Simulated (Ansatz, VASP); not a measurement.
# Two plane-wave programs on Al3WO2

File INCAR:

```
ALGO = Normal
EDIFF = 1E-6
EDIFFG = -0.04
ENCUT = 600
GGA = PE
IBRION = 2
ISIF = 3
ISMEAR = 0
LASPH = T
LCHARG = F
LREAL = F
LWAVE = F
NELM = 60
NSW = 90
PREC = Accurate
SIGMA = 0.1
```

File KPOINTS:

```
k-points
0
Gamma
  6 6 2
```

File POSCAR:

```
Al3WO2
1.0
    3.1902504700      0.0000000000      0.0000000000
   -1.5951252400      2.7628379500      0.0000000000
    0.0000000000      0.0000000000      7.6490918100
Al W O
3 1 2
Direct
    0.3333333300      0.6666666700      0.7200648400
    0.6666666700      0.3333333300      0.2799351600
    0.0000000000      0.0000000000      0.5000000000
    0.0000000000      0.0000000000      0.0000000000
    0.3333333300      0.6666666700      0.3899675800
    0.6666666700      0.3333333300      0.6100324200
```

Input for Ansatz:

```yaml
crystal:
  lattice:
    - [3.19025047, 0.0, 0.0]
    - [-1.59512524, 2.76283795, 0.0]
    - [0.0, 0.0, 7.64909181]
  atoms:
    - { symbol: Al, position: [0.33333333, 0.66666667, 0.72006484] }
    - { symbol: Al, position: [0.66666667, 0.33333333, 0.27993516] }
    - { symbol: Al, position: [0.0, 0.0, 0.5] }
    - { symbol: W, position: [0.0, 0.0, 0.0] }
    - { symbol: O, position: [0.33333333, 0.66666667, 0.38996758] }
    - { symbol: O, position: [0.66666667, 0.33333333, 0.61003242] }
basis:
  ecutwfc: 420
kpoints:
  mp_grid: { grid: [6, 6, 2] }
hamiltonian:
  xc: pbe
scf:
  occupations: { method: gaussian, width: 0.1 }
  lower_state_search: "off"
output:
  forces: true
  stress: true
  eigenvalues: true
relax:
  adjacent_minimum: "off"
  f_tol: 0.04
  max_steps: 70
  cell: { stress_tol: 0.4 }
```

Alike in both runs: task relaxation of cell and atoms; functional PBE; k mesh 6 × 6 × 2; occupations gaussian, width 0.1 eV; no spin polarisation.

|  | VASP | Ansatz |
| --- | --- | --- |
| version | VASP 6.6.1 | Ansatz 0.2.0 |
| potentials or method | VASP PAW PBE potentials, release 64 (Al, W_sv, O), cutoff 600 eV | scalar-relativistic, plane waves, PAW |
| valence electrons in the cell | 35 | 35 |

```tsv
	VASP	Ansatz	Ansatz less VASP
gap on the k mesh at the Fermi level, each at its own relaxed structure (eV)	none	none	-
relaxed volume (Å³/atom)	12.03	12.13	+0.101
relaxed cell length with the largest relative difference (Å)	10.067	10.208	+0.1410
```

A gap of «none» marks a metal or a gap that the smearing closes.

The k mesh is coarse, so the values compare programs but aren't converged. Spin-orbit coupling is off throughout.
